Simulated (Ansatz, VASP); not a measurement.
**ScB2Sb3 in VASP and in Ansatz**

```xyz
6
Lattice="-2.4115 3.0632 5.8383 2.4115 -3.0632 5.8383 2.4115 3.0632 -5.8383" Properties=species:S:1:pos:R:3 pbc="T T T"
Sc    2.4115    0.0000    0.0000
B     0.0000    0.0000    3.7744
B     0.0000    0.0000    7.9021
Sb    0.0000    0.0000    9.9755
Sb    0.0000    0.0000    1.7010
Sb    0.0000    0.0000    5.8383
```

Alike in both runs: functional PBE; k mesh 10 × 10 × 10; occupations gaussian, width 0.1 eV; no spin polarisation.

Ansatz relaxed the structure, and its values are those at the end. VASP's run is a single point on that final structure, the one shown.

```csv
,VASP,Ansatz
version,VASP 6.6.1,Ansatz 0.2.0
potentials or method,"VASP PAW PBE potentials, release 64 (Sc_sv, B, Sb), cutoff 520 eV","scalar-relativistic, plane waves, PAW"
valence electrons in the cell,32,62
```

Ansatz gave:

- gap on the k mesh at the Fermi level (eV): none
- pressure (GPa): 0.0
- rms of the force components (eV/Å): 0.000

Q: Which values does VASP return?

A: gap on the k mesh at the Fermi level (eV): none; pressure (GPa): 0.3; rms of the force components (eV/Å): 0.041.

A gap of «none» marks a metal or a gap that the smearing closes. VASP's potentials hold 32 valence electrons a cell and Ansatz's 62, so a difference there can come from the potentials and not from the codes.

Spin-orbit coupling is off throughout.
